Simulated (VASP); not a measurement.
# AlGaN2 (P-4m2) in VASP: notebook, part 2 of 2

VASP 6.6.1. The steps go on from the part before.

## 6. Single point, LDA (strain +0.0250 x Voigt [1, 1, 0, 0, 0, 0])

INCAR reads:

```
PREC = Accurate
ENCUT = 520
EDIFF = 1E-7
ISMEAR = 0
SIGMA = 0.05
LREAL = False
LASPH = True
NELM = 60
ALGO = Normal
ISIF = 2
LWAVE = False
LCHARG = False
GGA = CA
NBANDS = 21
```

KPOINTS reads:

```
regular mesh
0
Gamma
  8 8 6
```

POSCAR reads:

```
AlGaN2
1.0
    3.1931686286      0.0000000000      0.0000000000
    0.0000000000      3.1931686286      0.0000000000
    0.0000000000      0.0000000000      4.3843302008
Al Ga N
1 1 2
Direct
    0.5000000000      0.5000000000      0.5000000000
    0.0000000000      0.0000000000      0.0000000000
    0.5000000000      0.0000000000      0.7400513254
    0.0000000000      0.5000000000      0.2599486746
```

Potentials or basis: VASP PAW LDA potentials, release 64 (Al, Ga_d, N).

On the command line:

```console
cat potpaw_LDA.64/Al/POTCAR potpaw_LDA.64/Ga_d/POTCAR potpaw_LDA.64/N/POTCAR > POTCAR
mpirun -np 1 vasp_std > vasp.out
```

OUTCAR:

```text
PREC = Accurate
   ENCUT = 520
   EDIFF = 1E-7
   ISMEAR = 0
   LREAL = False
   LASPH = True
   NELM = 60
   ISIF = 2
   GGA = CA

 ion  position               nearest neighbor table
   1  0.500  0.500  0.500-   3 1.91   4 1.91   3 1.91   4 1.91
   2  0.000  0.000  0.000-   3 1.96   4 1.96   4 1.96   3 1.96
   3  0.500  0.000  0.740-   1 1.91   1 1.91   2 1.96   2 1.96
   4  0.000  0.500  0.260-   1 1.91   1 1.91   2 1.96   2 1.96

  LATTYP: Found a simple tetragonal cell.
[... 775 lines left out ...]
  FORCE on cell =-STRESS in cart. coord.  units (eV):
  Direction    XX          YY          ZZ          XY          YZ          ZX
  --------------------------------------------------------------------------------------
  -------------------------------------------------------------------------------------
  Total       -2.6981589     -2.6981589     -1.7892658      0.0000000      0.0000000      0.0000000
  in kB      -96.7010390    -96.7010390    -64.1266401      0.0000000      0.0000000      0.0000000
  external PRESSURE =     -85.8429060 kB  Pullay stress =       0.0000000 kB

 VOLUME and BASIS-vectors are now :
 -----------------------------------------------------------------------------
  energy-cutoff  :      520.00
  volume of cell :       44.70
      direct lattice vectors                 reciprocal lattice vectors
     3.193168629  0.000000000  0.000000000     0.313168553  0.000000000  0.000000000
     0.000000000  3.193168629  0.000000000     0.000000000  0.313168553  0.000000000
     0.000000000  0.000000000  4.384330201     0.000000000  0.000000000  0.228085011

 POSITION                                       TOTAL-FORCE (eV/Angst)
 -----------------------------------------------------------------------------------
      1.59658      1.59658      2.19217        -0.000000     -0.000000      0.000000
      0.00000      0.00000      0.00000        -0.000000      0.000000      0.000000
      1.59658      0.00000      3.24463        -0.000000      0.000000     -0.057739
      0.00000      1.59658      1.13970         0.000000      0.000000      0.057739
 -----------------------------------------------------------------------------------
    total drift:                                0.000000      0.000000      0.000000

  FREE ENERGIE OF THE ION-ELECTRON SYSTEM (eV)
  ---------------------------------------------------
  free  energy   TOTEN  =       -30.2545970965 eV

  energy  without entropy=      -30.2545970965  energy(sigma->0) =      -30.25459710
```

OSZICAR:

```text
N       E                     dE             d eps       ncg     rms          rms(c)
DAV:   1     0.172514209166E+03    0.17251E+03   -0.12910E+04  2789   0.182E+03
DAV:   2    -0.140895554087E+02   -0.18660E+03   -0.17520E+03  2771   0.412E+02
DAV:   3    -0.342775458349E+02   -0.20188E+02   -0.19935E+02  2966   0.106E+02
DAV:   4    -0.347988615307E+02   -0.52132E+00   -0.52032E+00  3018   0.180E+01
DAV:   5    -0.348082923112E+02   -0.94308E-02   -0.94299E-02  2906   0.235E+00    0.113E+01
DAV:   6    -0.303366223432E+02    0.44717E+01   -0.14625E+01  3894   0.503E+01    0.394E+00
DAV:   7    -0.303173426369E+02    0.19280E-01   -0.89205E-01  2675   0.775E+00    0.263E+00
DAV:   8    -0.302683516325E+02    0.48991E-01   -0.21918E-01  2992   0.415E+00    0.109E+00
DAV:   9    -0.302543386912E+02    0.14013E-01   -0.41374E-02  3337   0.291E+00    0.402E-01
DAV:  10    -0.302546384957E+02   -0.29980E-03   -0.61810E-03  2922   0.513E-01    0.108E-01
DAV:  11    -0.302546064401E+02    0.32056E-04   -0.17173E-04  3482   0.137E-01    0.352E-02
DAV:  12    -0.302545966922E+02    0.97479E-05   -0.41373E-05  3461   0.820E-02    0.110E-02
DAV:  13    -0.302545970945E+02   -0.40226E-06   -0.28888E-06  2986   0.123E-02    0.350E-03
DAV:  14    -0.302545970965E+02   -0.19959E-08   -0.16098E-07  1942   0.320E-03
   1 F= -.30254597E+02 E0= -.30254597E+02  d E =-.669884E-13
```

It took 20 s on 1 thread of AMD EPYC 9R45 (Zen 5), shared host; peak memory 0.15 GiB.

What came out:

```yaml
Free_energy: -30.2546 eV
Pressure: -8.6 GPa
Largest_force: 0.058 eV/Å
Band_gap_on_the_k_mesh: 2.73 eV, direct
```

Forces in eV/Å, atoms in the order of the input:
```
Al   0.000  0.000  0.000
Ga   0.000  0.000  0.000
N    0.000  0.000 -0.058
N    0.000  0.000  0.058
```

Stress tensor (GPa, compression positive):
```
-9.67  0.00  0.00
 0.00 -9.67  0.00
 0.00  0.00 -6.41
```

Levels at points of the mesh, in eV from the valence-band top:
```csv
k point,band 10,band 11,band 12,band 13,band 14,band 15,band 16,band 17
"(0.00, 0.00, 0.00)",-2.38,-0.10,0.00,0.00,2.73,3.40,7.07,10.95
"(0.50, 0.00, 0.00)",-2.77,-2.69,-1.02,-0.77,6.81,7.00,7.68,7.97
"(0.50, 0.50, 0.00)",-2.14,-2.13,-2.13,-2.12,3.31,3.31,6.26,8.60
"(0.00, 0.00, 0.50)",-1.57,-1.57,-1.04,-1.04,5.15,5.31,7.58,8.74
"(0.50, 0.00, 0.50)",-0.99,-0.74,-0.63,-0.46,4.96,6.31,8.95,9.23
"(0.50, 0.50, 0.50)",-3.87,-3.18,-3.15,-3.15,6.23,6.23,8.56,10.62
```

Caveat: the cell differs from its parent crystal (strain +0.0250 x Voigt [1, 1, 0, 0, 0, 0]).

## 7. Overview

```tsv
cell	gap on the mesh (eV)	pressure (GPa)	largest force (eV/Å)
a = 2.804, b = 2.804, c = 4.384 Å, 4 atoms	2.87	67.6	0.05
a = 2.882, b = 2.882, c = 4.384 Å, 4 atoms	2.98	45.4	0.03
a = 2.960, b = 2.960, c = 4.384 Å, 4 atoms	3.08	27.3	0.02
a = 3.037, b = 3.037, c = 4.384 Å, 4 atoms	3.17	12.7	0.01
a = 3.193, b = 3.193, c = 4.384 Å, 4 atoms	2.73	-8.6	0.06
```

Alike in all rows: task single point; level LDA; potentials or basis VASP PAW LDA potentials, release 64 (Al, Ga_d, N); no spin polarisation; k mesh 8 × 8 × 6; cutoff (eV) 520; smearing gaussian 0.05 eV.

Total energies depend on the potentials used, so only differences within one code and one set of settings carry meaning.
